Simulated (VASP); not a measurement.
Input of a VASP 6.6.1 run:

File INCAR:

```
  PREC = Accurate
  ENCUT = 500
  EDIFF = 1E-6
  ISMEAR = 0
  SIGMA = 0.2
  LREAL = False
  LASPH = True
  NELM = 120
  ALGO = Normal
  ISIF = 2
  LWAVE = False
  LCHARG = False
  GGA = PE
  NBANDS = 33
  GGA_COMPAT = False
```

File KPOINTS:

```
Automatic mesh
0
Gamma
  6 6 2
```

The input POSCAR:

```
Ti3AlB3
1.0
    3.0844950810      0.0000000000      0.0000000000
   -1.5422475405      2.6712510980      0.0000000000
    0.0000000000      0.0000000000     10.3031076187
Ti Al B
3 1 3
Direct
    0.3333333333      0.6666666667      0.3139680448
    0.6666666667      0.3333333333      0.5584476430
    0.3333333333      0.6666666667      0.0059209515
    0.0000000000      0.0000000000      0.7862234926
    0.0000000000      0.0000000000      0.4424286178
    0.6666666667      0.3333333333      0.1557621430
    0.0000000000      0.0000000000      0.1552491072
```

Potentials or basis: VASP PAW PBE potentials, release 64 (Ti_sv, Al, B).

Run with:

```console
$ cat potpaw_PBE.64/Ti_sv/POTCAR potpaw_PBE.64/Al/POTCAR potpaw_PBE.64/B/POTCAR > POTCAR
$ mpirun -np 1 vasp_std > vasp.out
```

**Question.** Estimate the largest force.

**Answer.** 0.031 eV/Å.

**Question.** What does it give for the pressure?

**Answer.** 0.1 GPa.

**Question.** What does it give for the band gap on the k mesh?

**Answer.** Zero (bands 24 and 25 overlap by 1.15 eV).

Stress tensor (GPa, compression positive):
```
0.09 0.00 0.00
0.00 0.09 0.00
0.00 0.00 0.20
```

Caveat: the k points lie up to 0.39 Å⁻¹ apart, too coarse for converged energies and pressures of a metal.
